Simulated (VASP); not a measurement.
Set up this calculation in VASP 6.6.1, as the native input.

| Item | Value |
| --- | --- |
| Task | relaxation of cell and atoms |
| Functional | PBE |
| Potentials or basis | VASP PAW PBE potentials, release 64 (W_sv, C) |
| Cutoff | 600 eV |
| k mesh | 10 × 10 × 9 |
| Occupations | fermi-dirac, width 0.05 eV |
| Spin | no spin polarisation |
| Target pressure | 2 GPa |
| Dipole correction | no |
| Further INCAR settings | ALGO = Normal; EDIFF = 1e-07; IBRION = 2; EDIFFG = -0.01; NSW = 60; ISIF = 3 |

The structure of WC (Qusongite) lies in POSCAR:

```
WC
1.0
    2.9065000000      0.0000000000      0.0000000000
   -1.4532500000      2.5171028361      0.0000000000
    0.0000000000      0.0000000000      2.8366000000
W C
1 1
Direct
    0.0000000000      0.0000000000      0.0000000000
    0.6666666667      0.3333333333      0.5000000000
```

The input as run:

INCAR

```
SYSTEM = WC
PREC     = Accurate       ! precision mode
ENCUT    = 600            ! plane-wave cutoff, eV
EDIFF    = 1E-7           ! SCF threshold, eV
ISMEAR   = -1             ! smearing method
SIGMA    = 0.05           ! smearing width, eV
LREAL    = .False.        ! projectors in reciprocal space
LASPH    = .True.         ! aspherical terms in the spheres
NELM     = 60             ! most SCF steps
ALGO     = Normal         ! electronic algorithm
ISIF     = 3              ! what is computed and relaxed
LWAVE    = .False.        ! write WAVECAR
LCHARG   = .False.        ! write CHGCAR
GGA      = PE             ! functional
IBRION   = 2              ! ionic algorithm
NSW      = 60             ! ionic steps
EDIFFG   = -0.01          ! ionic threshold
PSTRESS  = 20.0
```

KPOINTS

```
Automatic mesh
0
Gamma
  10 10 9
  0 0 0
```

Potentials or basis: VASP PAW PBE potentials, release 64 (W_sv, C).

Launch:

```sh
$ cat potpaw_PBE.64/W_sv/POTCAR potpaw_PBE.64/C/POTCAR > POTCAR
$ mpirun -np 1 vasp_std > vasp.out
```

It gave:

```
Relaxed volume                                         : 10.50 Å³/atom
Relaxed cell                                           : a = 2.919 Å, b = 2.919 Å, c = 2.844 Å, α = 90.00°, β = 90.00°, γ = 120.00°
Space group after relaxing (to 0.05 Å)                 : P-6m2 (No. 187)
Energy change on relaxing (the enthalpy is what falls) : -3.3 meV/atom
Ionic steps                                            : 6
Pressure after relaxing                                : 2.0 GPa
Band gap on the k mesh                                 : zero (band 9 reaches 11.57 eV, above the bottom of band 10 at 10.39 eV)
```

Caveat: the cell is relaxed towards a set pressure, so the enthalpy falls and the energy may rise; spin-orbit coupling is left out, which moves the levels of the heavy elements.

Wall time 36 s on 1 thread of Intel(R) Xeon(R) 6975P-C (Granite Rapids) (shared host), peak memory 0.16 GiB.
